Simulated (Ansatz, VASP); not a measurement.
Two plane-wave programs on SiC

INCAR

```
PREC = Accurate
ENCUT = 520
EDIFF = 1E-7
ISMEAR = -1
SIGMA = 0.05
LREAL = F
LASPH = T
NELM = 100
ALGO = Normal
ISIF = 2
LWAVE = F
LCHARG = F
GGA = B5
ALDAX = 1.0
AGGAX = 1.0
AGGAC = 1.0
ALDAC = 0.0
NBANDS = 16
```

KPOINTS

```
regular mesh
0
Gamma
  10 10 5
```

Contents of POSCAR:

```
SiC
1.0
    3.0132068704      0.0000000000      0.0000000000
   -1.5066034352      2.6095136966      0.0000000000
    0.0000000000      0.0000000000      4.9449506768
Si C
2 2
Direct
    0.6666666667      0.3333333333      0.5000000000
    0.3333333333      0.6666666667      0.0000000000
    0.6666666667      0.3333333333      0.8850000000
    0.3333333333      0.6666666667      0.3850000000
```

Contents of input.yaml:

```yaml
crystal:
  lattice:
    - [3.0132068704, 0.0, 0.0]
    - [-1.5066034352, 2.6095136966, 0.0]
    - [0.0, 0.0, 4.9449506768]
  atoms:
    - { symbol: Si, position: [0.6666666667, 0.3333333333, 0.5] }
    - { symbol: Si, position: [0.3333333333, 0.6666666667, 0.0] }
    - { symbol: C, position: [0.6666666667, 0.3333333333, 0.885] }
    - { symbol: C, position: [0.3333333333, 0.6666666667, 0.385] }
hamiltonian:
  xc: blyp
  pseudopotentials: { kind: paw }
kpoints:
  mp_grid: { grid: [10, 10, 5] }
scf:
  occupations: { method: fermi_dirac, width: 0.05 }
output:
  forces: true
  stress: true
  eigenvalues: true
```

Alike in both runs: task single point; functional BLYP; k mesh 10 × 10 × 5; occupations fermi-dirac, width 0.05 eV; no spin polarisation.

|  | VASP | Ansatz |
| --- | --- | --- |
| version | VASP 6.6.1 | Ansatz 0.2.0 |
| potentials or method | VASP PAW PBE potentials, release 64 (Si, C) | Ansatz PAW |
| plane-wave cutoff (eV) | 520 | 420 |
| valence electrons in the cell | 16 | 16 |

Ansatz gave:

| Quantity | Value |
| --- | --- |
| gap on the k mesh at the Fermi level (eV) | 2.74 |
| least direct gap on the mesh (eV) | 4.47 |
| pressure (GPa) | 24.2 |
| traceless stress, the component that is largest in VASP (GPa) | -4.45 |
| rms of the force components (eV/Å) | 0.497 |

Problem. Which values does VASP return?

Solution. gap on the k mesh at the Fermi level (eV): 2.74; least direct gap on the mesh (eV): 4.48; pressure (GPa): 24.9; traceless stress, the component that is largest in VASP (GPa): -4.42; rms of the force components (eV/Å): 0.498.

VASP's potentials were made for PBE, not for BLYP. Atom by atom the forces differ by 0.001 eV/Å (rms over components). The functional is the same, so the differences come from potentials, cutoffs and numerics.

Noted on Ansatz's run: odd divisions of the mesh miss points on the zone boundary, where band edges often lie, so the gap on the mesh can be too wide.
